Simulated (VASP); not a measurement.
Crystal: Ge.

```
CELL_PARAMETERS angstrom
0.00000 1.69122 1.69122
1.69122 0.00000 1.69122
1.69122 1.69122 0.00000
ATOMIC_POSITIONS crystal
Ge 0.00000 0.00000 0.00000
```

This isn't the form of Ge at room conditions, which is diamond.

| Property | Result |
| --- | --- |
| Program | VASP 6.6.1 |
| Task | relaxation of cell and atoms |
| Functional | r2SCAN |
| Potentials or basis | VASP PAW PBE potentials, release 64 (Ge_d) |
| Cutoff | 550 eV |
| k mesh | 10 × 10 × 10 |
| Occupations | gaussian, width 0.1 eV |
| Spin | no spin polarisation |

At the start: pressure 206.2 GPa; volume 9.67 Å³/atom.

Question: Where does the relaxation end?

Answer: Over 5 steps the energy falls by 3190.5 meV/atom and the volume is 19.00 Å³/atom (+96.4 %); space group Fm-3m (No. 225, to 0.1 Å) before and after.

Step by step:
```csv
step,energy change (eV),largest force (eV/Å),pressure (GPa),volume (Å³)
1,0.0000,0.0000,206.16,9.67
2,0.0062,0.0000,-61.01,39.67
3,-3.1167,0.0000,-7.30,21.98
4,-3.1609,0.0000,-4.90,20.82
5,-3.1905,0.0000,-0.26,19.00
```

Final structure:
```
CELL_PARAMETERS angstrom
0.00000 2.11782 2.11782
2.11782 0.00000 2.11782
2.11782 2.11782 0.00000
ATOMIC_POSITIONS crystal
Ge 0.00000 0.00000 0.00000
```

Caveat: the volume moved by over 15 % at a fixed basis, so the end points are rough; the PAW data sets were made with another functional, which shifts forces and pressure a little.
